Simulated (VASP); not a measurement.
Te: single point with RPBE+D4

Te:

```
Te
1.0
     4.51261    0.00000    0.00000
    -2.25631    3.90804    0.00000
     0.00000    0.00000    6.00196
Te
3
Direct
  0.73100 0.73100 0.00000
  0.00000 0.26900 0.66667
  0.26900 0.00000 0.33333
```

```yaml
Program: VASP 6.6.1
Task: single point
Functional: RPBE
Dispersion: D4
Potentials_or_basis: VASP PAW PBE potentials, release 64 (Te)
Cutoff: 520 eV
k_mesh: 7 × 7 × 5
Occupations: fermi-dirac, width 0.05 eV
Spin: no spin polarisation
```

The pressure is -3.4 GPa, the band gap on the k mesh is 0.67 eV (least direct gap 0.78 eV) and the dispersion energy per atom is -0.827 eV.

Stress tensor (GPa, compression positive):
```
-3.40  0.00  0.00
 0.00 -3.40  0.00
 0.00  0.00 -3.51
```

Levels at points of the mesh, in eV from the valence-band top:
| k point | band 6 | band 7 | band 8 | band 9 | band 10 | band 11 | band 12 | band 13 |
| --- | --- | --- | --- | --- | --- | --- | --- | --- |
| (0.00, 0.00, 0.00) | -2.51 | -1.41 | -1.41 | -0.63 | 1.15 | 1.15 | 1.75 | 5.29 |

It took 94 s on 1 thread of Intel Xeon 8259CL, on a shared host, peak memory 0.25 GiB.

Caveat: the cell stands under tension; semilocal functionals underestimate gaps, and a narrow one can read as zero; the PAW data sets were made with another functional, which shifts forces and pressure a little; spin-orbit coupling is left out, which moves the levels of the heavy elements. A k mesh can miss the band edges.
